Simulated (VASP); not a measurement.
# NaCl (P4/mmm) in VASP: a series of runs, part 2 of 2

VASP 6.6.1. The steps go on from the part before.

### 3 Single point, PBE (strain +0.050 along x and y, -0.050 along z)

The input, INCAR:

```
SYSTEM = NaCl
ALGO = Normal
EDIFF = 1E-6
ENCUT = 520
GGA = PE
ISIF = 2
ISMEAR = 0
LASPH = .TRUE.
LCHARG = .FALSE.
LREAL = .FALSE.
LWAVE = .FALSE.
NBANDS = 14
NELM = 60
PREC = Accurate
SIGMA = 0.05
```

The input, KPOINTS:

```
k-points
0
G
  6 6 6
  0 0 0
```

The input, POSCAR:

```
NaCl
1.0
    3.6772995000      0.0000000000      0.0000000000
    0.0000000000      3.6772995000      0.0000000000
    0.0000000000      0.0000000000      3.3270805000
Na Cl
1 1
Direct
    0.0000000000      0.0000000000      0.0000000000
    0.5000000000      0.5000000000      0.5000000000
```

Potentials or basis: VASP PAW PBE potentials, release 64 (Na_pv, Cl).

Run with:

```
$ cat potpaw_PBE.64/Na_pv/POTCAR potpaw_PBE.64/Cl/POTCAR > POTCAR
$ mpirun -np 1 vasp_std > vasp.out
```

OUTCAR:

```text
SYSTEM = NaCl
   EDIFF = 1E-6
   ENCUT = 520
   GGA = PE
   ISIF = 2
   ISMEAR = 0
   LASPH = .TRUE.
   LREAL = .FALSE.
   NELM = 60
   PREC = Accurate

 ion  position               nearest neighbor table
   1  0.000  0.000  0.000-
   2  0.500  0.500  0.500-

  LATTYP: Found a simple tetragonal cell.
 ALAT       =     3.6772995000
 C/A-ratio  =     0.9047619048

  Lattice vectors:

 A1 = (   3.6772995000,   0.0000000000,   0.0000000000)
 A2 = (   0.0000000000,   3.6772995000,   0.0000000000)
 A3 = (   0.0000000000,   0.0000000000,   3.3270805000)

Analysis of symmetry for initial positions (statically):
=====================================================================
 Subroutine PRICEL returns:
 Original cell was already a primitive cell.

 Routine SETGRP: Setting up the symmetry group for a
 simple tetragonal supercell.

 Subroutine GETGRP returns: Found 16 space group operations
 (whereof 16 operations were pure point group operations)
 out of a pool of 16 trial point group operations.

The static configuration has the point symmetry D_4h.

Analysis of symmetry for dynamics (positions and initial velocities):
[... 165 lines left out ...]
 Fermi energy:         0.8078497989

 k-point     1 :       0.0000    0.0000    0.0000
  band No.  band energies     occupation
      1     -22.0707      2.00000
      2     -22.0525      2.00000
      3     -22.0525      2.00000
      4     -13.0895      2.00000
      5      -0.5643      2.00000
      6      -0.5643      2.00000
      7       0.2693      2.00000
      8       3.8524      0.00000
      9       8.3097      0.00000
     10       9.3549      0.00000
     11      14.7732      0.00000
     12      14.7732      0.00000
     13      14.9304      0.00000
     14      16.4834      0.00000
[... 377 lines left out ...]
      1     -22.1110      2.00000
      2     -22.0699      2.00000
      3     -22.0459      2.00000
      4     -12.5436      2.00000
      5      -2.0070      2.00000
      6      -1.5781      2.00000
      7      -0.0996      2.00000
      8       6.5437      0.00000
      9       8.6725      0.00000
     10      10.2693      0.00000
     11      11.8738      0.00000
     12      12.1185      0.00000
     13      12.8531      0.00000
     14      17.4716      0.00000

 [... further k-points ...]
[... 5 lines left out ...]
  --------------------------------------------------------------------------------------
  -------------------------------------------------------------------------------------
  Total       -0.9200546     -0.9200546      1.1476807      0.0000000     -0.0000000      0.0000000
  in kB      -32.7644473    -32.7644473     40.8705361      0.0000000     -0.0000000      0.0000000
  external PRESSURE =      -8.2194528 kB  Pullay stress =       0.0000000 kB

 VOLUME and BASIS-vectors are now :
 -----------------------------------------------------------------------------
  energy-cutoff  :      520.00
  volume of cell :       44.99
      direct lattice vectors                 reciprocal lattice vectors
     3.677299500  0.000000000  0.000000000     0.271938688  0.000000000  0.000000000
     0.000000000  3.677299500  0.000000000     0.000000000  0.271938688  0.000000000
     0.000000000  0.000000000  3.327080500     0.000000000  0.000000000  0.300563813

 POSITION                                       TOTAL-FORCE (eV/Angst)
 -----------------------------------------------------------------------------------
      0.00000      0.00000      0.00000         0.000000      0.000000      0.000000
      1.83865      1.83865      1.66354         0.000000      0.000000      0.000000
 -----------------------------------------------------------------------------------
    total drift:                               -0.000000      0.000000      0.000000

  FREE ENERGIE OF THE ION-ELECTRON SYSTEM (eV)
  ---------------------------------------------------
  free  energy   TOTEN  =        -6.3950246200 eV

  energy  without entropy=       -6.3950246200  energy(sigma->0) =       -6.39502462
```

Wall time 8.3 s (1 thread of Intel Xeon 6975P-C (Granite Rapids), shared host); peak memory 0.16 GiB.

What came out:

```yaml
Free_energy: -6.3950 eV
Pressure: -0.8 GPa
Band_gap_on_the_k_mesh: 3.27 eV, indirect (least direct gap 3.58 eV)
```

Caveat: the cell differs from its parent crystal (strain +0.050 along x and y, -0.050 along z).

### 4 Single point, PBE (strain +0.050 along x and y, -0.025 along z)

Edit INCAR of step 3 so:

```diff
@@ -12,3 +12,3 @@
 NBANDS = 14
-NELM = 60
+NELM = 80
 PREC = Accurate
```

KPOINTS is that of step 3.

Edit POSCAR of step 3 so:

```diff
@@ -4,3 +4,3 @@
     0.0000000000      3.6772995000      0.0000000000
-    0.0000000000      0.0000000000      3.3270805000
+    0.0000000000      0.0000000000      3.4146352500
 Na Cl
```

Run with:

```
$ cat potpaw_PBE.64/Na_pv/POTCAR potpaw_PBE.64/Cl/POTCAR > POTCAR
$ mpirun -np 1 vasp_std > vasp.out
```

Run time: 9.1 s. Hardware: 1 thread of Intel Xeon 6975P-C (Granite Rapids), shared host; peak memory 0.16 GiB.

It converged, with:

* Free energy: -6.4175 eV
* Pressure: -1.4 GPa
* Band gap on the k mesh: 3.38 eV, indirect (least direct gap 3.72 eV)

Stress tensor (GPa, compression positive):
```
-3.14  0.00  0.00
 0.00 -3.14  0.00
 0.00  0.00  1.97
```

Levels at points of the mesh, in eV from the valence-band top:
```tsv
k point	band 4	band 5	band 6	band 7	band 8	band 9	band 10	band 11
(0.00, 0.00, 0.00)	-13.45	-0.92	-0.92	-0.33	3.38	8.00	8.74	14.28
(0.50, 0.00, 0.00)	-13.20	-2.95	-0.73	-0.17	6.41	7.56	10.33	10.80
(0.50, 0.50, 0.00)	-13.01	-2.37	-2.37	0.00	4.93	9.86	10.28	10.28
(0.00, 0.00, 0.50)	-13.05	-2.94	-0.61	-0.61	6.25	8.03	10.18	11.05
(0.50, 0.00, 0.50)	-12.87	-2.42	-2.18	-0.41	5.37	9.22	9.87	10.49
(0.50, 0.50, 0.50)	-12.69	-2.09	-1.86	-1.86	6.76	6.83	6.83	10.76
```

Caveat: the cell differs from its parent crystal (strain +0.050 along x and y, -0.025 along z).

### 5 Overview

| cell | gap on the mesh (eV) | pressure (GPa) |
| --- | --- | --- |
| a = 3.590, b = 3.590, c = 3.327 Å, 2 atoms | 3.57 | 0.2 |
| a = 3.677, b = 3.677, c = 3.327 Å, 2 atoms | 3.27 | -0.8 |
| a = 3.677, b = 3.677, c = 3.415 Å, 2 atoms | 3.38 | -1.4 |

Alike in all rows: task single point; level PBE; potentials or basis VASP PAW PBE potentials, release 64 (Na_pv, Cl); no spin polarisation; k mesh 6 × 6 × 6; cutoff (eV) 520; smearing gaussian 0.05 eV.

Total energies depend on the potentials used, so only differences within one code and one set of settings carry meaning.
